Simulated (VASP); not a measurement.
## Ta: relaxation of cell and atoms with PBEsol

Ta:

```xyz
1
Lattice="-1.6413 1.6413 1.6413 1.6413 -1.6413 1.6413 1.6413 1.6413 -1.6413" Properties=species:S:1:pos:R:3 pbc="T T T"
Ta    0.0000    0.0000    0.0000
```

```json
{
 "Program": "VASP 6.6.1",
 "Task": "relaxation of cell and atoms",
 "Functional": "PBEsol",
 "Potentials or basis": "VASP PAW PBE potentials, release 64 (Ta_pv)",
 "Cutoff": "600 eV",
 "k mesh": "16 × 16 × 16",
 "Occupations": "fermi-dirac, width 0.15 eV",
 "Spin": "no spin polarisation",
 "Dipole correction": "no",
 "Further INCAR settings": "ALGO = Normal; EDIFF = 1e-07; IBRION = 2; EDIFFG = -0.001; NSW = 80; ISIF = 3"
}
```

* Relaxed volume: 17.73 Å³/atom
* Relaxed cell: a = 2.845 Å, b = 2.845 Å, c = 2.845 Å, α = 109.47°, β = 109.47°, γ = 109.47°
* Space group after relaxing (to 0.1 Å): Im-3m (No. 229)
* Energy gained by relaxing: 0.1 meV/atom
* Ionic steps: 3
* Pressure after relaxing: 0.0 GPa
* Band gap on the k mesh: zero (an odd number of electrons rules out a gap without spin polarisation)

Final structure:
```cif
data_structure
_symmetry_space_group_name_H-M 'P 1'
_symmetry_Int_Tables_number 1
_cell_length_a 2.8450
_cell_length_b 2.8450
_cell_length_c 2.8450
_cell_angle_alpha 109.471
_cell_angle_beta 109.471
_cell_angle_gamma 109.471
_cell_volume 17.73
loop_
_atom_site_label
_atom_site_type_symbol
_atom_site_fract_x
_atom_site_fract_y
_atom_site_fract_z
_atom_site_occupancy
Ta1 Ta 0.00000 0.00000 0.00000 1
```

Levels at points of the mesh, in eV from the Fermi level:
```csv
k point,band 4,band 5,band 6,band 7,band 8,band 9
"(0.00, 0.00, 0.00)",-8.01,0.70,0.70,0.70,4.03,4.03
"(0.50, 0.00, 0.00)",-4.48,-1.62,1.66,3.92,4.96,7.95
"(0.50, 0.50, 0.50)",-3.93,-3.93,6.95,6.95,6.95,8.79
```

Wall time 48 s on 1 thread of Intel Xeon 8259CL, with other jobs on the host, peak memory 0.16 GiB.

Caveat: the PAW data sets were made with another functional, which shifts forces and pressure a little; spin-orbit coupling is left out, which moves the levels of the heavy elements.
